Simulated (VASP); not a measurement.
Here is a VASP 6.6.1 calculation.

File INCAR:

```
SYSTEM = MgSi
PREC = Accurate
ENCUT = 520
EDIFF = 1E-6
ISMEAR = 0
SIGMA = 0.15
LREAL = .FALSE.
LASPH = .TRUE.
NELM = 80
ALGO = Normal
ISIF = 2
LWAVE = .FALSE.
LCHARG = .FALSE.
GGA = CA
NBANDS = 10
```

File KPOINTS:

```
Automatic mesh
0
G
  18 18 14
  0 0 0
```

Contents of POSCAR:

```
MgSi
1.0
    2.6648460377      0.0000000000      0.0000000000
    0.0000000000      2.6648460377      0.0000000000
    0.0000000000      0.0000000000      4.8877495747
Mg Si
1 1
Direct
    0.0000000000      0.0000000000      0.0000000000
    0.5000000000      0.5000000000      0.5000000000
```

Potentials or basis: VASP PAW LDA potentials, release 64 (Mg, Si).

The run is started by

```sh
$ cat potpaw_LDA.64/Mg/POTCAR potpaw_LDA.64/Si/POTCAR > POTCAR
$ mpirun -np 1 vasp_std > vasp.out
```

Task: Predict the pressure.

Result: -2.4 GPa.

Task: Predict the band gap on the k mesh.

Result: Zero (bands 3 and 4 overlap by 4.47 eV).

Stress tensor (GPa, compression positive):
```
  2.37   0.00   0.00
  0.00   2.37   0.00
  0.00   0.00 -12.08
```

Caveat: the stress differs along the axes, from -12 to 2 GPa.
